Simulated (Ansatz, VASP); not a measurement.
# One calculation of Ti, two programs

The input INCAR:

```
PREC     = Accurate       # precision mode
ENCUT    = 520            # plane-wave cutoff, eV
EDIFF    = 1E-6           # SCF threshold, eV
ISMEAR   = 0              # smearing method
SIGMA    = 0.15           # smearing width, eV
LREAL    = False          # projectors in reciprocal space
LASPH    = True           # aspherical terms in the spheres
NELM     = 80             # most SCF steps
ALGO     = Fast           # electronic algorithm
ISIF     = 2              # what is computed and relaxed
LWAVE    = False          # write WAVECAR
LCHARG   = False          # write CHGCAR
GGA      = PS             # functional
NBANDS   = 12             # bands
```

KPOINTS

```
regular mesh
0
Gamma
  20 20 20
```

File POSCAR:

```
Ti
1.0
    0.0000000000      1.8777500000      1.8777500000
    2.0300000000     -0.1522500000      2.0300000000
    2.0300000000      2.0300000000     -0.1522500000
Ti
1
Direct
    0.0000000000      0.0000000000      0.0000000000
```

Input for Ansatz:

```yaml
crystal:
  lattice:
    - [0.0, 1.87775, 1.87775]
    - [2.03, -0.15225, 2.03]
    - [2.03, 2.03, -0.15225]
  atoms:
    - { symbol: Ti, position: [0.0, 0.0, 0.0] }
basis:
  ecutwfc: 420
kpoints:
  mp_grid: { grid: [20, 20, 20] }
hamiltonian:
  xc: pbesol
scf:
  occupations: { method: gaussian, width: 0.15 }
output:
  forces: true
  stress: true
  eigenvalues: true
```

Change from the starting cell: strain -0.1500 x Voigt [0, 0, 0, 1, 0, 0], atoms carried along.

Alike in both runs: task single point; functional PBEsol; k mesh 20 × 20 × 20; occupations gaussian, width 0.15 eV; no spin polarisation.

|  | VASP | Ansatz |
| --- | --- | --- |
| version | VASP 6.6.1 | Ansatz 0.2.0 |
| potentials or method | VASP PAW PBE potentials, release 64 (Ti_sv), cutoff 520 eV | scalar-relativistic, plane waves, PAW |
| valence electrons in the cell | 12 | 12 |

```tsv
	VASP	Ansatz	Ansatz less VASP
gap on the k mesh at the Fermi level (eV)	none	none	-
pressure (GPa)	0.1	0.5	+0.42
traceless stress, the component that is largest in VASP (GPa)	7.35	7.41	+0.060
```

VASP's potentials were made for PBE, not for PBEsol. A gap of «none» marks a metal or a gap that the smearing closes. The functional is the same, so the differences come from potentials, cutoffs and numerics.
